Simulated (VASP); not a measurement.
# NbAs (I4_1md) in VASP: a series of runs

NbAs is run at these levels: r2SCAN, RPBE+D3(BJ), PBEsol+D3(BJ), PBEsol+D4; tasks: single point.

All numbers are computed with VASP 6.6.1; they aren't measurements. Logs are shortened: lines on timing, memory, paths and dates and some standing lists are left out, and cuts for length are marked.

## 1. The cell of the first run

It takes space group I4_1md (No. 109, tetragonal). The conventional cell has a = 3.429 Å, b = 3.429 Å, c = 11.602 Å, α = 90.00°, β = 90.00°, γ = 90.00°. Within 3.5 Å of Nb (site symmetry 2mm) lie 6 As at 2.58 to 2.61 Å and 8 Nb at 3.37 to 3.43 Å. Within 3.5 Å of As (site symmetry 2mm) lie 6 Nb at 2.58 to 2.61 Å and 8 As at 3.37 to 3.43 Å.

## 2. Single point, r2SCAN

The input, POSCAR:

```
NbAs
1.0
   -1.7142667651      1.7142667651      5.8008041881
    1.7142667651     -1.7142667651      5.8008041881
    1.7142667651      1.7142667651     -5.8008041881
Nb As
2 2
Direct
    0.5000000000      0.0000000000      0.5000000000
    0.7500000000      0.7500000000      0.0000000000
    0.9160000000      0.4160000000      0.5000000000
    0.1660000000      0.1660000000      0.0000000000
```

The input, INCAR.step1:

```
PREC = Accurate ; ENCUT = 520
ISMEAR = -1 ; SIGMA = 0.05
LREAL = False ; LASPH = True
NELM = 100 ; NBANDS = 26
GGA = PE ; ALGO = Normal
EDIFF = 1E-4 ; LWAVE = True
LCHARG = False
```

The input, INCAR.step2:

```
PREC = Accurate ; ENCUT = 520
EDIFF = 1E-7 ; ISMEAR = -1
SIGMA = 0.05 ; LREAL = False
LASPH = True ; NELM = 100
ALGO = Normal ; ISIF = 2
LWAVE = False ; LCHARG = True
METAGGA = R2SCAN ; LMIXTAU = True
LELF = True ; LVHAR = True
NBANDS = 26 ; ISTART = 1
```

The input, KPOINTS:

```
regular mesh
0
Gamma
  11 11 11
```

Potentials or basis: VASP PAW PBE potentials, release 64 (Nb_sv, As).

Run with:

```console
$ cat potpaw_PBE.64/Nb_sv/POTCAR potpaw_PBE.64/As/POTCAR > POTCAR
$ cp INCAR.step1 INCAR
$ mpirun -np 1 vasp_std > vasp.out
$ cp INCAR.step2 INCAR
$ mpirun -np 1 vasp_std > vasp.out
```

OUTCAR:

```text
PREC = Accurate
   ENCUT = 520
   EDIFF = 1E-7
   ISMEAR = -1
   LREAL = False
   LASPH = True
   NELM = 100
   ISIF = 2
   METAGGA = R2SCAN
   ISTART = 1

 ion  position               nearest neighbor table
   1  0.500  0.000  0.500-   4 2.58   4 2.58   3 2.61   3 2.61   3 2.61   3 2.61
   2  0.750  0.750  0.000-   3 2.58   3 2.58   4 2.61   4 2.61   4 2.61   4 2.61
   3  0.916  0.416  0.500-   2 2.58   2 2.58   1 2.61   1 2.61   1 2.61   1 2.61
   4  0.166  0.166  0.000-   1 2.58   1 2.58   2 2.61   2 2.61   2 2.61   2 2.61

  LATTYP: Found a body centered tetragonal cell.
 ALAT       =     3.4285335302
 C/A-ratio  =     3.3838398470

  Lattice vectors:

 A1 = (  -1.7142667651,   1.7142667651,   5.8008041881)
 A2 = (   1.7142667651,  -1.7142667651,   5.8008041881)
 A3 = (   1.7142667651,   1.7142667651,  -5.8008041881)

Analysis of symmetry for initial positions (statically):
=====================================================================
 Subroutine PRICEL returns:
 Original cell was already a primitive cell.

 Routine SETGRP: Setting up the symmetry group for a
 body centered tetragonal supercell.

 Subroutine GETGRP returns: Found  8 space group operations
 (whereof  4 operations were pure point group operations)
 out of a pool of 16 trial point group operations.

The static configuration has the point symmetry C_2v.
 The point group associated with its full space group is C_4v.

Analysis of symmetry for dynamics (positions and initial velocities):
=====================================================================
 Subroutine PRICEL returns:
 Original cell was already a primitive cell.

 Routine SETGRP: Setting up the symmetry group for a
 body centered tetragonal supercell.

 Subroutine GETGRP returns: Found  8 space group operations
 (whereof  4 operations were pure point group operations)
 out of a pool of 16 trial point group operations.

The dynamic configuration has the point symmetry C_2v.
 The point group associated with its full space group is C_4v.

 Subroutine INISYM returns: Found  8 space group operations
 (whereof  4 operations are pure point group operations),
 and found     1 'primitive' translations

----------------------------------------------------------------------------------------

                                     Primitive cell

  volume of cell :      68.1875

  direct lattice vectors                    reciprocal lattice vectors
    -1.714266765  1.714266765  5.800804188     0.000000000  0.291669891  0.086194945
     1.714266765 -1.714266765  5.800804188     0.291669891  0.000000000  0.086194945
     1.714266765  1.714266765 -5.800804188     0.291669891  0.291669891  0.000000000

  length of vectors
     6.287030325  6.287030325  6.287030325     0.304139596  0.304139596  0.412483515

  position of ions in fractional coordinates (direct lattice)
     0.500000000  0.000000000  0.500000000
     0.750000000  0.750000000  0.000000000
     0.916000000  0.416000000  0.500000000
     0.166000000  0.166000000  0.000000000

  ion indices of the primitive-cell ions
   primitive index   ion index
                 1           1
                 2           2
                 3           3
                 4           4

----------------------------------------------------------------------------------------

 KPOINTS: regular mesh

Automatic generation of k-mesh.
 Grid dimensions read from file:
 generate k-points for:   11   11   11

 Generating k-lattice:

  Cartesian coordinates                     Fractional coordinates (reciprocal lattice)
     0.000000000  0.026515445  0.007835904     0.090909091 -0.000000000  0.000000000
     0.026515445  0.000000000  0.007835904    -0.000000000  0.090909091  0.000000000
     0.026515445  0.026515445  0.000000000     0.000000000  0.000000000  0.090909091

  Length of vectors
     0.027649054  0.027649054  0.037498501

  Shift w.r.t. Gamma in fractional coordinates (k-lattice)
     0.000000000  0.000000000  0.000000000

 Subroutine IBZKPT returns following result:
 ===========================================

 Found    126 irreducible k-points:

 Following reciprocal coordinates:
            Coordinates               Weight
  0.000000  0.000000  0.000000      1.000000
  0.090909 -0.000000  0.000000      8.000000
  0.181818  0.000000  0.000000      8.000000
  0.272727 -0.000000  0.000000      8.000000
  0.363636 -0.000000  0.000000      8.000000
  0.454545 -0.000000  0.000000      8.000000
[... 16 lines left out ...]
 -0.272727  0.181818 -0.000000     16.000000
 -0.181818  0.181818  0.000000      4.000000
 [... further k-points ...]
   k-points           NKPTS =    126   k-points in BZ     NKDIM =    126   number of bands    NBANDS=     26
   number of dos      NEDOS =    301   number of ions     NIONS =      4
   total plane-waves  NPLWV = 110592
   dimension x,y,z NGX =    48 NGY =   48 NGZ =   48
   dimension x,y,z NGXF=    96 NGYF=   96 NGZF=   96
   ions per type =               2   2
   NGX,Y,Z   is equivalent  to a cutoff of  12.69, 12.69, 12.69 a.u.
   NGXF,Y,Z  is equivalent  to a cutoff of  25.38, 25.38, 25.38 a.u.
 SYSTEM =  unknown system
   PREC   = accura    normal or accurate (medium, high low for compatibility)
   ISTART =      1    job   : 0-new  1-cont  2-samecut
   ICHARG =      0    charge: 1-file 2-atom 10-const
   ISPIN  =      1    spin polarized calculation?
   LNONCOLLINEAR =      F non collinear calculations
   LSORBIT =      F    spin-orbit coupling
   LASPH  =      T    aspherical Exc in radial PAW
   ENCUT  =  520.0 eV  38.22 Ry    6.18 a.u.  11.69 11.69 11.69*2*pi/ulx,y,z
   NELM   =    100;   NELMIN=  2; NELMDL=  0     # of ELM steps
   EDIFF  = 0.1E-06   stopping-criterion for ELM
   LREAL  =      F    real-space projection
   EDIFFG = 0.1E-05   stopping-criterion for IOM
   NSW    =      0    number of steps for IOM
   IBRION =     -1    ionic relax: 0-MD 1-quasi-New 2-CG
   NFREE  =      0    steps in history (QN), initial steepest desc. (CG)
   ISIF   =      2    stress and relaxation
   ISYM   =      2    0-nonsym 1-usesym 2-fastsym
   POTIM  = 0.5000    time-step for ionic-motion
   TEBEG  =    0.0;   TEEND  =   0.0 temperature during run
   PSTRESS=    0.0 pullay stress
   NELECT =      36.0000    total number of electrons
   NUPDOWN=      -1.0000    fix difference up-down
   EMIN   =  10.00;   EMAX   =-10.00  energy-range for DOS
   EFERMI =   0.00;   METHOD = LEGACY
   ISMEAR =    -1;   SIGMA  =   0.05  broadening in eV -4-tet -1-fermi 0-gaus
   EFERMI_NEDOS =   21; number of points for ismear=-14 and -15
   IALGO  =     38    algorithm
   IMIX   =      4    mixing-type and parameters
     AMIX     =   0.40;   BMIX     =  1.00
     AMIX_MAG =   1.60;   BMIX_MAG =  1.00
  volume/ion in A,a.u.               =      17.05       115.04
  Fermi-wavevector in a.u.,A,eV,Ry     =   1.323145  2.500381 23.819880  1.750712
  Thomas-Fermi vector in A             =   2.452774
   LORBIT       =      0    0 simple, 1 ext, 2 COOP (PROOUT), +10 PAW based schemes
   METAGGA = R2SCAN    functional components
   LHFCALC =     F    Hartree Fock is set to
   AEXX    =    0.0000 exact exchange contribution
   IVDW    =     0    specifies the selected vdW correction
   LEPSILON=     F    determine dielectric tensor
   LRPA    =     F    only Hartree local field effects (RPA)
 non-spin polarized calculation
  energy-cutoff  :      520.00
  volume of cell :       68.19
 maximum number of plane-waves:      1852
   NGX = 23   NGY = 23   NGZ = 23

 number of electron      35.9999999 magnetization

 Free energy of the ion-electron system (eV)
  ---------------------------------------------------
  ext. energy  EPLUGINS =         0.00000000
  ---------------------------------------------------
  free energy    TOTEN  =       -82.22636115 eV

  energy without entropy =      -82.22086502  energy(sigma->0) =      -82.22361308

 E-fermi :   9.8918     XC(G=0): -12.7625

 val. band max:        9.8743337822   @ k =  -0.0909   0.4545   0.0909
 cond. band min:       9.9025605934   @ k =  -0.0909   0.4545   0.0909
 fundamental gap:      0.0282268112
 Fermi energy:         9.8918085641

 k-point     1 :       0.0000    0.0000    0.0000
  band No.  band energies     occupation
      1     -47.0878      2.00000
      2     -47.0527      2.00000
      3     -22.6381      2.00000
      4     -22.4921      2.00000
      5     -22.4921      2.00000
      6     -22.3235      2.00000
[... 18 lines left out ...]
     25      14.1319      0.00000
     26      14.1319      0.00000

 k-point     2 :       0.0909   -0.0000    0.0000
  band No.  band energies     occupation
      1     -47.0861      2.00000
      2     -47.0521      2.00000
      3     -22.6313      2.00000
      4     -22.5112      2.00000
      5     -22.4903      2.00000
      6     -22.3426      2.00000
[... 18 lines left out ...]
     25      14.2500      0.00000
     26      14.4911      0.00000

 k-point     3 :       0.1818    0.0000    0.0000
  band No.  band energies     occupation
      1     -47.0815      2.00000
      2     -47.0505      2.00000
      3     -22.6184      2.00000
      4     -22.5559      2.00000
      5     -22.4856      2.00000
      6     -22.3904      2.00000
[... 18 lines left out ...]
     25      14.5733      0.00000
     26      15.2935      0.00000

 k-point     4 :       0.2727   -0.0000    0.0000
  band No.  band energies     occupation
      1     -47.0751      2.00000
      2     -47.0487      2.00000
      3     -22.6513      2.00000
      4     -22.5641      2.00000
      5     -22.4793      2.00000
      6     -22.4469      2.00000
[... 18 lines left out ...]
     25      14.6752      0.00000
     26      16.0597      0.00000
[... 496 lines left out ...]
      1     -47.0645      2.00000
      2     -47.0435      2.00000
      3     -22.6969      2.00000
      4     -22.5616      2.00000
      5     -22.5210      2.00000
      6     -22.4776      2.00000
[... 18 lines left out ...]
     25      14.4769      0.00000
     26      16.2785      0.00000

 k-point    23 :      -0.2727    0.1818   -0.0000
  band No.  band energies     occupation
      1     -47.0706      2.00000
      2     -47.0448      2.00000
      3     -22.6395      2.00000
      4     -22.5733      2.00000
      5     -22.5275      2.00000
      6     -22.4411      2.00000
[... 18 lines left out ...]
     25      14.4550      0.00000
     26      15.8767      0.00000

 k-point    24 :      -0.1818    0.1818    0.0000
  band No.  band energies     occupation
      1     -47.0765      2.00000
      2     -47.0471      2.00000
      3     -22.6090      2.00000
      4     -22.5626      2.00000
      5     -22.5335      2.00000
      6     -22.3900      2.00000
[... 18 lines left out ...]
     25      13.9803      0.00000
     26      15.4962      0.00000

 [... further k-points ...]
[... 5 lines left out ...]
  --------------------------------------------------------------------------------------
  -------------------------------------------------------------------------------------
  Total        2.2556126      2.2556126      2.7576539      0.0000000      0.0000000      0.0000000
  in kB       52.9992950     52.9992950     64.7955726      0.0000000      0.0000000      0.0000000
  external PRESSURE =      56.9313875 kB  Pullay stress =       0.0000000 kB

 VOLUME and BASIS-vectors are now :
 -----------------------------------------------------------------------------
  energy-cutoff  :      520.00
  volume of cell :       68.19
      direct lattice vectors                 reciprocal lattice vectors
    -1.714266765  1.714266765  5.800804188     0.000000000  0.291669891  0.086194945
     1.714266765 -1.714266765  5.800804188     0.291669891  0.000000000  0.086194945
     1.714266765  1.714266765 -5.800804188     0.291669891  0.291669891  0.000000000

 POSITION                                       TOTAL-FORCE (eV/Angst)
 -----------------------------------------------------------------------------------
      0.00000      1.71427      0.00000        -0.000000     -0.000000     -0.306690
      0.00000      0.00000      8.70121        -0.000000     -0.000000     -0.306690
     -0.00000      1.71427      4.82627        -0.000000     -0.000000      0.306690
      0.00000      0.00000      1.92587         0.000000      0.000000      0.306690
 -----------------------------------------------------------------------------------
    total drift:                               -0.000000     -0.000000     -0.000115

  FREE ENERGIE OF THE ION-ELECTRON SYSTEM (eV)
  ---------------------------------------------------
  free  energy   TOTEN  =       -82.2263611460 eV

  energy  without entropy=      -82.2208650192  energy(sigma->0) =      -82.22361308
```

Run time: 15 min. Hardware: 1 thread of Intel Xeon 6975P-C (Granite Rapids), shared host; peak memory 0.49 GiB.

Results:

```
Free energy            : -82.2264 eV
Pressure               : 5.7 GPa
Largest force          : 0.307 eV/Å
Band gap on the k mesh : zero (filled and empty bands overlap)
```

Forces on the atoms (eV/Å):
```
Nb   0.000  0.000 -0.307
Nb   0.000  0.000 -0.307
As   0.000  0.000  0.307
As   0.000  0.000  0.307
```

Stress tensor (GPa, compression positive):
```
5.30 0.00 0.00
0.00 5.30 0.00
0.00 0.00 6.48
```

Caveat: the cell stands under pressure; the PAW data sets were made with another functional, which shifts forces and pressure a little.

## 3. Single point, RPBE+D3(BJ)

This run uses another cell than the first one, of 14.59 Å³/atom.

The input, INCAR:

```
SYSTEM = NbAs
ALGO = Normal ; EDIFF = 1E-6
ENCUT = 520 ; GGA = RP
ISIF = 2 ; ISMEAR = -1
IVDW = 12 ; LASPH = .TRUE.
LCHARG = .FALSE. ; LREAL = .FALSE.
LWAVE = .FALSE. ; NBANDS = 26
NELM = 80 ; PREC = Accurate
SIGMA = 0.05
```

The input, KPOINTS:

```
k-points
0
G
  11 11 11
  0 0 0
```

The input, POSCAR:

```
NbAs
1.0
   -1.6630255750      1.6630255750      5.2763470464
    1.6630255750     -1.6630255750      5.2763470464
    1.6630255750      1.6630255750     -5.2763470464
Nb As
2 2
Direct
    0.4956345774     -0.0043654226      0.5000000000
    0.7456345774      0.7456345774      0.0000000000
    0.9203654226      0.4203654226      0.5000000000
    0.1703654226      0.1703654226      0.0000000000
```

Potentials or basis: VASP PAW PBE potentials, release 64 (Nb_sv, As).

Run with:

```console
$ cat potpaw_PBE.64/Nb_sv/POTCAR potpaw_PBE.64/As/POTCAR > POTCAR
$ mpirun -np 1 vasp_std > vasp.out
```

Run time: 14 min. Hardware: 1 thread of Intel Xeon 8259CL, shared host; peak memory 0.43 GiB.

The run converged. Its results:

```
Free energy                : -45.2193 eV
Pressure                   : 0.1 GPa
Band gap on the k mesh     : zero (bands 18 and 19 overlap by 0.06 eV)
Dispersion energy per atom : -4.087 eV
```

Forces in eV/Å, atoms in the order of the input:
```
Nb   0.000  0.000 -0.002
Nb   0.000  0.000 -0.002
As   0.000  0.000  0.002
As   0.000  0.000  0.002
```

Stress tensor (GPa, compression positive):
```
 0.13  0.00  0.00
 0.00  0.13  0.00
 0.00  0.00 -0.01
```

Levels at points of the mesh, in eV from the Fermi level:
```
           k point  band 16  band 17  band 18  band 19  band 20  band 21
(0.00, 0.00, 0.00)    -1.66    -1.55    -1.55     0.51     1.48     3.39
```

Caveat: the PAW data sets were made with another functional, which shifts forces and pressure a little.

## 4. Single point, PBEsol+D3(BJ)

This run uses another cell than the first one, of 16.58 Å³/atom.

The input, INCAR:

```
SYSTEM = NbAs
ALGO = Normal
EDIFF = 1E-6
ENCUT = 520
GGA = PS
ISIF = 2
ISMEAR = -1
IVDW = 12
LASPH = .True.
LCHARG = .False.
LREAL = .False.
LWAVE = .False.
NBANDS = 26
NELM = 100
PREC = Accurate
SIGMA = 0.05
```

The input, KPOINTS:

```
k-points
0
Gamma
  11 11 11
  0 0 0
```

The input, POSCAR:

```
NbAs
1.0
   -1.7042507514      1.7042507514      5.7087747171
    1.7042507514     -1.7042507514      5.7087747171
    1.7042507514      1.7042507514     -5.7087747171
Nb As
2 2
Direct
    0.4984891914     -0.0015108086      0.5000000000
    0.7484891914      0.7484891914      0.0000000000
    0.9175108086      0.4175108086      0.5000000000
    0.1675108086      0.1675108086      0.0000000000
```

Run with:

```console
$ cat potpaw_PBE.64/Nb_sv/POTCAR potpaw_PBE.64/As/POTCAR > POTCAR
$ mpirun -np 1 vasp_std > vasp.out
```

Wall time 14 min (1 thread of Intel Xeon 8259CL, shared host); peak memory 0.45 GiB.

The run converged. Its results:

| Property | Result |
| --- | --- |
| Free energy | -37.6319 eV |
| Pressure | 0.2 GPa |
| Largest force | 0.005 eV/Å |
| Band gap on the k mesh | 0.04 eV (least direct gap 0.06 eV) |
| Dispersion energy per atom | -0.639 eV |

Forces on the atoms (eV/Å):
```
Nb   0.000  0.000 -0.005
Nb   0.000  0.000 -0.005
As   0.000  0.000  0.005
As   0.000  0.000  0.005
```

Stress tensor (GPa, compression positive):
```
0.27 0.00 0.00
0.00 0.27 0.00
0.00 0.00 0.10
```

Levels at points of the mesh, in eV from the valence-band top:
| k point | band 14 | band 15 | band 16 | band 17 | band 18 | band 19 | band 20 | band 21 | band 22 | band 23 |
| --- | --- | --- | --- | --- | --- | --- | --- | --- | --- | --- |
| (0.00, 0.00, 0.00) | -2.27 | -2.18 | -1.74 | -1.40 | -1.40 | 0.72 | 1.37 | 2.67 | 3.17 | 3.17 |

Caveat: the PAW data sets were made with another functional, which shifts forces and pressure a little; an odd mesh through Γ misses points on the zone boundary, where band edges can lie.

(Part 1 of 2 ends here.)
